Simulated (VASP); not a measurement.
# SnSe2 (P-3m1) in VASP: a series of runs, part 2 of 2

VASP 6.6.1.

### Step 3. Relaxation of cell and atoms, PBE

This run uses another cell than the first one, of 25.75 Å³/atom.

Contents of INCAR:

```
SYSTEM = SnSe2
ALGO = Normal
EDIFF = 1E-7
EDIFFG = -0.01
ENCUT = 600
GGA = PE
IBRION = 2
ISIF = 3
ISMEAR = 1
LASPH = .True.
LCHARG = .False.
LREAL = .False.
LWAVE = .False.
NELM = 60
NSW = 80
PREC = Accurate
SIGMA = 0.02
```

Contents of KPOINTS:

```
k-points
0
Gamma
  7 7 4
  0 0 0
```

Contents of POSCAR:

```
SnSe2
1.0
    3.8200000000      0.0000000000      0.0000000000
   -1.9100000000      3.3082170425      0.0000000000
    0.0000000000      0.0000000000      6.1120000000
Sn Se
1 2
Direct
    0.0000000000      0.0000000000      0.0000000000
    0.3333333333      0.6666666667      0.2500000000
    0.6666666667      0.3333333333      0.7500000000
```

Potentials or basis: VASP PAW PBE potentials, release 64 (Sn_d, Se).

Command:

```bash
> cat potpaw_PBE.64/Sn_d/POTCAR potpaw_PBE.64/Se/POTCAR > POTCAR
> mpirun -np 1 vasp_std > vasp.out
```

OUTCAR:

```text
SYSTEM = SnSe2
   EDIFF = 1E-7
   EDIFFG = -0.01
   ENCUT = 600
   GGA = PE
   IBRION = 2
   ISIF = 3
   ISMEAR = 1
   LASPH = .True.
   LREAL = .False.
   NELM = 60
   NSW = 80
   PREC = Accurate

 ion  position               nearest neighbor table
   1  0.000  0.000  0.000-   2 2.68   3 2.68   3 2.68   2 2.68   3 2.68   2 2.68
   2  0.333  0.667  0.250-   1 2.68   1 2.68   1 2.68
   3  0.667  0.333  0.750-   1 2.68   1 2.68   1 2.68

  LATTYP: Found a hexagonal cell.
 ALAT       =     3.8200000000
 C/A-ratio  =     1.6000000000

  Lattice vectors:

 A1 = (   3.8200000000,   0.0000000000,   0.0000000000)
 A2 = (  -1.9100000000,   3.3082170425,   0.0000000000)
 A3 = (   0.0000000000,   0.0000000000,   6.1120000000)

Analysis of symmetry for initial positions (statically):
=====================================================================
 Subroutine PRICEL returns:
 Original cell was already a primitive cell.

 Routine SETGRP: Setting up the symmetry group for a
 hexagonal supercell.

 Subroutine GETGRP returns: Found 12 space group operations
 (whereof 12 operations were pure point group operations)
 out of a pool of 24 trial point group operations.

The static configuration has the point symmetry D_3d.

Analysis of symmetry for dynamics (positions and initial velocities):
=====================================================================
[... 160 lines left out ...]
  free energy    TOTEN  =       -11.75226023 eV

  energy without entropy =      -11.75231109  energy(sigma->0) =      -11.75227718

 E-fermi :   4.2056     XC(G=0):  -9.4563

 val. band max:        4.1965552113   @ k =   0.0000   0.0000   0.0000
 cond. band min:       4.9584265924   @ k =   0.0000   0.4286   0.2500
 fundamental gap:      0.7618713810
 Fermi energy:         4.2056428861

 k-point     1 :       0.0000    0.0000    0.0000
  band No.  band energies     occupation
      1     -17.1005      2.00000
      2     -17.1005      2.00000
      3     -17.0633      2.00000
      4     -17.0481      2.00000
      5     -17.0481      2.00000
      6      -9.8068      2.00000
[... 575 lines left out ...]
  FREE ENERGIE OF THE ION-ELECTRON SYSTEM (eV)
  ---------------------------------------------------
  free  energy   TOTEN  =       -11.8507247497 eV

  energy  without entropy=      -11.8507797087  energy(sigma->0) =      -11.85074307

[... ionic steps 4 to 14 ...]

--------------------------------------- Ionic step       15  -------------------------------------------

 number of electron      25.9999997 magnetization

------------------------ aborting loop because EDIFF is reached ----------------------------------------
[... 69 lines left out ...]
--------------------------------------- Ionic step       17  -------------------------------------------

 number of electron      25.9999991 magnetization

 Free energy of the ion-electron system (eV)
  ---------------------------------------------------
  ext. energy  EPLUGINS =         0.00000000
  ---------------------------------------------------
  free energy    TOTEN  =       -11.86904103 eV

  energy without entropy =      -11.86911568  energy(sigma->0) =      -11.86906591

 E-fermi :   2.6364     XC(G=0):  -8.6404

 val. band max:        2.6214433335   @ k =   0.1429   0.0000   0.2500
 cond. band min:       3.4079465736   @ k =   0.4286   0.0000   0.5000
 fundamental gap:      0.7865032401
 Fermi energy:         2.6364258558

 k-point     1 :       0.0000    0.0000    0.0000
  band No.  band energies     occupation
      1     -18.5070      2.00000
      2     -18.5070      2.00000
      3     -18.4748      2.00000
      4     -18.4656      2.00000
      5     -18.4656      2.00000
      6     -10.7388      2.00000
[... 501 lines left out ...]
  FREE ENERGIE OF THE ION-ELECTRON SYSTEM (eV)
  ---------------------------------------------------
  free  energy   TOTEN  =       -11.8690410339 eV

  energy  without entropy=      -11.8691156755  energy(sigma->0) =      -11.86906591

 reached required accuracy - stopping structural energy minimisation
```

It took 14 min on 1 thread of Intel Xeon 8259CL, shared host; peak memory 0.25 GiB.

What came out:

| Quantity | Value |
| --- | --- |
| Free energy | -11.8690 eV |
| Relaxed volume | 30.01 Å³/atom |
| Relaxed cell | a = 3.873 Å, b = 3.873 Å, c = 6.932 Å, α = 90.00°, β = 90.00°, γ = 120.00° |
| Space group after relaxing (to 0.1 Å) | P-3m1 (No. 164) |
| Energy gained by relaxing | 38.9 meV/atom |
| Ionic steps | 17 |
| Pressure after relaxing | 0.0 GPa |
| Largest force after relaxing | 0.007 eV/Å |
| Band gap on the k mesh | 0.79 eV (least direct gap 1.13 eV) |

Forces in eV/Å, atoms in the order of the input:
```
Sn   0.000  0.000  0.000
Se   0.000  0.000 -0.007
Se   0.000  0.000  0.007
```

Step by step:
```csv
step,energy change (eV),largest force (eV/Å),pressure (GPa),volume (Å³)
1,0.0000,0.7585,5.31,77.24
2,-0.0395,0.5959,-3.15,87.17
3,-0.0985,0.0653,-0.01,82.56
4,-0.0985,0.0510,0.07,82.45
5,-0.0999,0.0667,0.09,82.53
6,-0.1024,0.1156,0.17,82.76
7,-0.1039,0.1072,0.13,83.08
8,-0.1076,0.0813,0.00,84.07
9,-0.1118,0.0277,-0.18,86.05
10,-0.1096,0.0900,-0.36,90.07
11,-0.1125,0.0262,-0.23,87.54
12,-0.1136,0.0347,-0.14,87.77
13,-0.1155,0.0636,0.15,88.46
14,-0.1135,0.1338,0.80,89.79
15,-0.1156,0.0893,0.35,88.85
16,-0.1168,0.0045,0.06,89.89
17,-0.1168,0.0067,0.03,90.02
```

Final structure:
```cif
data_structure
_symmetry_space_group_name_H-M 'P 1'
_symmetry_Int_Tables_number 1
_cell_length_a 3.8725
_cell_length_b 3.8725
_cell_length_c 6.9316
_cell_angle_alpha 90.000
_cell_angle_beta 90.000
_cell_angle_gamma 120.000
_cell_volume 90.02
loop_
_atom_site_label
_atom_site_type_symbol
_atom_site_fract_x
_atom_site_fract_y
_atom_site_fract_z
_atom_site_occupancy
Sn1 Sn 0.00000 0.00000 0.00000 1
Se1 Se 0.33333 0.66667 0.23025 1
Se2 Se 0.66667 0.33333 0.76975 1
```

Caveat: the volume moved by over 15 % at a fixed basis, so the end points are rough; spin-orbit coupling is left out, which moves the levels of the heavy elements; an odd mesh through Γ misses points on the zone boundary, where band edges can lie; this functional lacks dispersion, which binds the layers, so the pressure and a relaxed spacing across them are unreliable.
